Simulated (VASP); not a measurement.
# BN (I-4m2) in VASP: single point with r2SCAN

Aim: the single point of BN with r2SCAN.

All numbers are computed with VASP 6.6.1; they aren't measurements. Logs are shortened: lines on timing, memory, paths and dates and some standing lists are left out, and cuts for length are marked.

## 1. The cell of the first run

The structure is tetragonal, space group I-4m2 (No. 119). Conventional cell: a = 2.607 Å, b = 2.607 Å, c = 3.615 Å, α = 90.00°, β = 90.00°, γ = 90.00°. Within 2.1 Å of B (site symmetry -4m2) lie 4 N at 1.59 Å. N (site symmetry -4m2) has 4 B at 1.59 Å within 2.1 Å.

## 2. Single point, r2SCAN

POSCAR reads:

```
BN
1.0
    0.0000000000      1.8436500000      1.8075000000
    1.8436500000      0.0000000000      1.8075000000
    1.8436500000      1.8436500000      0.0000000000
B N
1 1
Direct
    0.0000000000      0.0000000000      0.0000000000
    0.2500000000      0.2500000000      0.2500000000
```

INCAR.step1 reads:

```
ALGO = Normal
EDIFF = 1E-5
ENCUT = 910
GGA = PE
GGA_COMPAT = F
ISMEAR = 0
LASPH = T
LCHARG = F
LREAL = F
LWAVE = T
NBANDS = 11
NELM = 120
PREC = Accurate
SIGMA = 0.05
```

INCAR.step2 reads:

```
ALGO = Normal
EDIFF = 1E-6
ENCUT = 910
GGA_COMPAT = F
ISIF = 2
ISMEAR = 0
ISTART = 1
LASPH = T
LCHARG = T
LELF = T
LMIXTAU = T
LREAL = F
LVHAR = T
LWAVE = F
METAGGA = R2SCAN
NBANDS = 11
NELM = 120
PREC = Accurate
SIGMA = 0.05
```

KPOINTS reads:

```
k-points
0
Gamma
  10 10 10
```

Potentials or basis: VASP PAW PBE potentials, release 64 (B_h, N_h).

Command:

```
$ cat potpaw_PBE.64/B_h/POTCAR potpaw_PBE.64/N_h/POTCAR > POTCAR
$ cp INCAR.step1 INCAR
$ mpirun -np 1 vasp_std > vasp.out
$ cp INCAR.step2 INCAR
$ mpirun -np 1 vasp_std > vasp.out
```

OUTCAR:

```text
EDIFF = 1E-6
   ENCUT = 910
   ISIF = 2
   ISMEAR = 0
   ISTART = 1
   LASPH = T
   LREAL = F
   METAGGA = R2SCAN
   NELM = 120
   PREC = Accurate

 ion  position               nearest neighbor table
   1  0.000  0.000  0.000-
   2  0.250  0.250  0.250-

  LATTYP: Found a body centered tetragonal cell.
 ALAT       =     2.6073148343
 C/A-ratio  =     1.3864838847

  Lattice vectors:

 A1 = (   0.0000000000,  -1.8436500000,  -1.8075000000)
 A2 = (   0.0000000000,   1.8436500000,  -1.8075000000)
 A3 = (   1.8436500000,   0.0000000000,   1.8075000000)

Analysis of symmetry for initial positions (statically):
=====================================================================
 Subroutine PRICEL returns:
 Original cell was already a primitive cell.

 Routine SETGRP: Setting up the symmetry group for a
 body centered tetragonal supercell.

 Subroutine GETGRP returns: Found  8 space group operations
 (whereof  8 operations were pure point group operations)
 out of a pool of 16 trial point group operations.

The static configuration has the point symmetry D_2d.

Analysis of symmetry for dynamics (positions and initial velocities):
=====================================================================
 Subroutine PRICEL returns:
 Original cell was already a primitive cell.

 Routine SETGRP: Setting up the symmetry group for a
 body centered tetragonal supercell.

 Subroutine GETGRP returns: Found  8 space group operations
 (whereof  8 operations were pure point group operations)
 out of a pool of 16 trial point group operations.

The dynamic configuration has the point symmetry D_2d.

 Subroutine INISYM returns: Found  8 space group operations
 (whereof  8 operations are pure point group operations),
 and found     1 'primitive' translations

----------------------------------------------------------------------------------------

                                     Primitive cell

  volume of cell :      12.2875

  direct lattice vectors                    reciprocal lattice vectors
     0.000000000  1.843650000  1.807500000    -0.271201150  0.271201150  0.276625173
     1.843650000  0.000000000  1.807500000     0.271201150 -0.271201150  0.276625173
     1.843650000  1.843650000  0.000000000     0.271201150  0.271201150 -0.276625173

  length of vectors
     2.581879465  2.581879465  2.607314834     0.472886470  0.472886470  0.472886470

  position of ions in fractional coordinates (direct lattice)
     0.000000000  0.000000000  0.000000000
     0.250000000  0.250000000  0.250000000

  ion indices of the primitive-cell ions
   primitive index   ion index
                 1           1
                 2           2

----------------------------------------------------------------------------------------

 KPOINTS: k-points

Automatic generation of k-mesh.
 Grid dimensions read from file:
 generate k-points for:   10   10   10

 Generating k-lattice:

  Cartesian coordinates                     Fractional coordinates (reciprocal lattice)
    -0.027120115  0.027120115  0.027662517     0.100000000  0.000000000  0.000000000
     0.027120115 -0.027120115  0.027662517     0.000000000  0.100000000  0.000000000
     0.027120115  0.027120115 -0.027662517    -0.000000000 -0.000000000  0.100000000

  Length of vectors
     0.047288647  0.047288647  0.047288647

  Shift w.r.t. Gamma in fractional coordinates (k-lattice)
     0.000000000  0.000000000  0.000000000

 Subroutine IBZKPT returns following result:
 ===========================================

 Found    102 irreducible k-points:

 Following reciprocal coordinates:
            Coordinates               Weight
  0.000000  0.000000  0.000000      1.000000
  0.100000  0.000000  0.000000      8.000000
  0.200000  0.000000  0.000000      8.000000
  0.300000  0.000000  0.000000      8.000000
  0.400000  0.000000  0.000000      8.000000
  0.500000 -0.000000  0.000000      4.000000
[... 16 lines left out ...]
  0.300000  0.300000  0.000000      2.000000
  0.400000  0.300000  0.000000      8.000000
 [... further k-points ...]
   k-points           NKPTS =    102   k-points in BZ     NKDIM =    102   number of bands    NBANDS=     11
   number of dos      NEDOS =    301   number of ions     NIONS =      2
   total plane-waves  NPLWV =  21952
   dimension x,y,z NGX =    28 NGY =   28 NGZ =   28
   dimension x,y,z NGXF=    56 NGYF=   56 NGZF=   56
   ions per type =               1   1
   NGX,Y,Z   is equivalent  to a cutoff of  18.03, 18.03, 17.85 a.u.
   NGXF,Y,Z  is equivalent  to a cutoff of  36.06, 36.06, 35.71 a.u.
 SYSTEM =  unknown system
   PREC   = accura    normal or accurate (medium, high low for compatibility)
   ISTART =      1    job   : 0-new  1-cont  2-samecut
   ICHARG =      0    charge: 1-file 2-atom 10-const
   ISPIN  =      1    spin polarized calculation?
   LNONCOLLINEAR =      F non collinear calculations
   LSORBIT =      F    spin-orbit coupling
   LASPH  =      T    aspherical Exc in radial PAW
   ENCUT  =  910.0 eV  66.88 Ry    8.18 a.u.   6.35  6.35  6.41*2*pi/ulx,y,z
   NELM   =    120;   NELMIN=  2; NELMDL=  0     # of ELM steps
   EDIFF  = 0.1E-05   stopping-criterion for ELM
   LREAL  =      F    real-space projection
   EDIFFG = 0.1E-04   stopping-criterion for IOM
   NSW    =      0    number of steps for IOM
   IBRION =     -1    ionic relax: 0-MD 1-quasi-New 2-CG
   NFREE  =      0    steps in history (QN), initial steepest desc. (CG)
   ISIF   =      2    stress and relaxation
   ISYM   =      2    0-nonsym 1-usesym 2-fastsym
   POTIM  = 0.5000    time-step for ionic-motion
   TEBEG  =    0.0;   TEEND  =   0.0 temperature during run
   PSTRESS=    0.0 pullay stress
   NELECT =       8.0000    total number of electrons
   NUPDOWN=      -1.0000    fix difference up-down
   EMIN   =  10.00;   EMAX   =-10.00  energy-range for DOS
   EFERMI =   0.00;   METHOD = LEGACY
   ISMEAR =     0;   SIGMA  =   0.05  broadening in eV -4-tet -1-fermi 0-gaus
   EFERMI_NEDOS =   21; number of points for ismear=-14 and -15
   IALGO  =     38    algorithm
   IMIX   =      4    mixing-type and parameters
     AMIX     =   0.40;   BMIX     =  1.00
     AMIX_MAG =   1.60;   BMIX_MAG =  1.00
  volume/ion in A,a.u.               =       6.14        41.46
  Fermi-wavevector in a.u.,A,eV,Ry     =   1.418893  2.681320 27.392041  2.013258
  Thomas-Fermi vector in A             =   2.539971
   LORBIT       =      0    0 simple, 1 ext, 2 COOP (PROOUT), +10 PAW based schemes
   METAGGA = R2SCAN    functional components
   LHFCALC =     F    Hartree Fock is set to
   AEXX    =    0.0000 exact exchange contribution
   IVDW    =     0    specifies the selected vdW correction
   LEPSILON=     F    determine dielectric tensor
   LRPA    =     F    only Hartree local field effects (RPA)
 non-spin polarized calculation
 Gauss-broadening in eV      SIGMA  =   0.05
  energy-cutoff  :      910.00
  volume of cell :       12.29
 maximum number of plane-waves:       779
 NGX is ok and might be reduce to    28
   NGX = 13   NGY = 13   NGZ = 13

 number of electron       8.0000000 magnetization

 Free energy of the ion-electron system (eV)
  ---------------------------------------------------
  ext. energy  EPLUGINS =         0.00000000
  ---------------------------------------------------
  free energy    TOTEN  =       -19.16613222 eV

  energy without entropy =      -19.16613222  energy(sigma->0) =      -19.16613222

 E-fermi :   8.8581     XC(G=0): -13.5457

 val. band max:        8.5071153579   @ k =   0.0000   0.0000   0.0000
 cond. band min:      13.1001215015   @ k =   0.5000   0.5000   0.0000
 fundamental gap:      4.5930061437
 Fermi energy:         8.8580980843

 k-point     1 :       0.0000    0.0000    0.0000
  band No.  band energies     occupation
      1     -12.4519      2.00000
      2       8.3197      2.00000
      3       8.3197      2.00000
      4       8.5071      2.00000
      5      17.6422      0.00000
      6      17.7841      0.00000
      7      17.7841      0.00000
      8      18.7661      0.00000
      9      33.7497      0.00000
     10      36.0983      0.00000
     11      37.0428      0.00000

 k-point     2 :       0.1000    0.0000    0.0000
  band No.  band energies     occupation
      1     -12.2086      2.00000
      2       7.0861      2.00000
      3       8.0587      2.00000
      4       8.2106      2.00000
      5      17.8651      0.00000
      6      18.1331      0.00000
      7      18.1635      0.00000
      8      19.6682      0.00000
      9      33.5617      0.00000
     10      33.8325      0.00000
     11      34.4812      0.00000

 k-point     3 :       0.2000    0.0000    0.0000
  band No.  band energies     occupation
      1     -11.4942      2.00000
      2       4.3358      2.00000
      3       7.4675      2.00000
      4       7.6647      2.00000
      5      18.1216      0.00000
      6      18.9352      0.00000
      7      18.9458      0.00000
      8      21.5163      0.00000
      9      32.4853      0.00000
     10      32.7119      0.00000
     11      33.1894      0.00000

 k-point     4 :       0.3000    0.0000    0.0000
  band No.  band energies     occupation
      1     -10.3750      2.00000
      2       1.3543      2.00000
      3       6.8633      2.00000
      4       7.1119      2.00000
      5      18.3423      0.00000
      6      19.4525      0.00000
      7      19.5939      0.00000
      8      23.1082      0.00000
      9      32.3739      0.00000
     10      32.9067      0.00000
     11      33.1634      0.00000
[... 239 lines left out ...]
 k-point    22 :      -0.2000    0.2000    0.0000
  band No.  band energies     occupation
      1     -10.0328      2.00000
      2       2.1963      2.00000
      3       4.2280      2.00000
      4       6.9462      2.00000
      5      19.1045      0.00000
      6      19.9260      0.00000
      7      20.5213      0.00000
      8      22.5925      0.00000
      9      30.1710      0.00000
     10      31.4287      0.00000
     11      35.6321      0.00000

 k-point    23 :       0.3000    0.3000    0.0000
  band No.  band energies     occupation
      1      -9.6191      2.00000
      2       3.1296      2.00000
      3       4.5934      2.00000
      4       4.5934      2.00000
      5      14.8412      0.00000
      6      19.3499      0.00000
      7      23.7572      0.00000
      8      23.7572      0.00000
      9      28.0301      0.00000
     10      36.6680      0.00000
     11      40.3831      0.00000

 k-point    24 :       0.4000    0.3000    0.0000
  band No.  band energies     occupation
      1      -8.6184      2.00000
      2       1.5200      2.00000
      3       3.8315      2.00000
      4       4.1669      2.00000
      5      14.7684      0.00000
      6      19.1492      0.00000
      7      24.5030      0.00000
      8      24.6100      0.00000
      9      29.0141      0.00000
     10      36.3491      0.00000
     11      40.6758      0.00000

 [... further k-points ...]
[... 5 lines left out ...]
  --------------------------------------------------------------------------------------
  -------------------------------------------------------------------------------------
  Total       -1.5631402     -1.5631402     -0.6447056      0.0000000      0.0000000      0.0000000
  in kB     -203.8183381   -203.8183381    -84.0633616      0.0000000      0.0000000      0.0000000
  external PRESSURE =    -163.9000126 kB  Pullay stress =       0.0000000 kB

 VOLUME and BASIS-vectors are now :
 -----------------------------------------------------------------------------
  energy-cutoff  :      910.00
  volume of cell :       12.29
      direct lattice vectors                 reciprocal lattice vectors
     0.000000000  1.843650000  1.807500000    -0.271201150  0.271201150  0.276625173
     1.843650000  0.000000000  1.807500000     0.271201150 -0.271201150  0.276625173
     1.843650000  1.843650000  0.000000000     0.271201150  0.271201150 -0.276625173

 POSITION                                       TOTAL-FORCE (eV/Angst)
 -----------------------------------------------------------------------------------
      0.00000      0.00000      0.00000         0.000000      0.000000      0.000000
      0.92183      0.92183      0.90375        -0.000000     -0.000000     -0.000000
 -----------------------------------------------------------------------------------
    total drift:                                0.000000      0.000000      0.000000

  FREE ENERGIE OF THE ION-ELECTRON SYSTEM (eV)
  ---------------------------------------------------
  free  energy   TOTEN  =       -19.1661322158 eV

  energy  without entropy=      -19.1661322158  energy(sigma->0) =      -19.16613222
```

Run time: 79 s. Hardware: 1 thread of Intel Xeon Platinum 8488C (Sapphire Rapids), shared host; peak memory 0.17 GiB.

Results:

```
Free energy            : -19.1661 eV
Pressure               : -16.4 GPa
Band gap on the k mesh : 4.59 eV (least direct gap 9.14 eV)
```

Stress tensor (GPa, compression positive):
```
-20.38   0.00   0.00
  0.00 -20.38   0.00
  0.00   0.00  -8.41
```

Caveat: the cutoff is under 1.25 times the usual one of these potentials, so pressure, stress and relaxed cells hold a basis-set (Pulay) error; the cell stands under tension; the PAW data sets were made with another functional, which shifts forces and pressure a little. A k mesh can miss the band edges.
